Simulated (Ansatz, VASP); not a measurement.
# Two plane-wave programs on GaSb

```
CELL_PARAMETERS angstrom
-1.68610 2.72451 2.59465
1.68610 -2.72451 2.59465
1.68610 2.72451 -2.59465
ATOMIC_POSITIONS crystal
Ga 0.00000 0.00000 0.00000
Sb 0.50000 0.50000 0.00000
```

Change from the starting cell: strain +e along x and -e along y +0.0000, strain +e along z and -e/2 along x and y -0.1000.

Alike in both runs: task single point; functional PBE; k mesh 16 × 16 × 16; occupations gaussian, width 0.15 eV; no spin polarisation.

|  | VASP | Ansatz |
| --- | --- | --- |
| version | VASP 6.6.1 | Ansatz 0.2.0 |
| potentials or method | VASP PAW PBE potentials, release 64 (Ga_d, Sb), cutoff 520 eV | scalar-relativistic, plane waves, PAW |
| valence electrons in the cell | 18 | 28 |

|  | VASP | Ansatz | Ansatz less VASP |
| --- | --- | --- | --- |
| gap on the k mesh at the Fermi level (eV) | none | none | - |
| pressure (GPa) | 3.9 | 3.8 | -0.04 |
| traceless stress, the component that is largest in VASP (GPa) | 15.82 | 15.69 | -0.125 |

A gap of «none» marks a metal or a gap that the smearing closes. VASP's potentials hold 18 valence electrons a cell and Ansatz's 28, so a difference there can come from the potentials and not from the codes.

Spin-orbit coupling is off throughout.
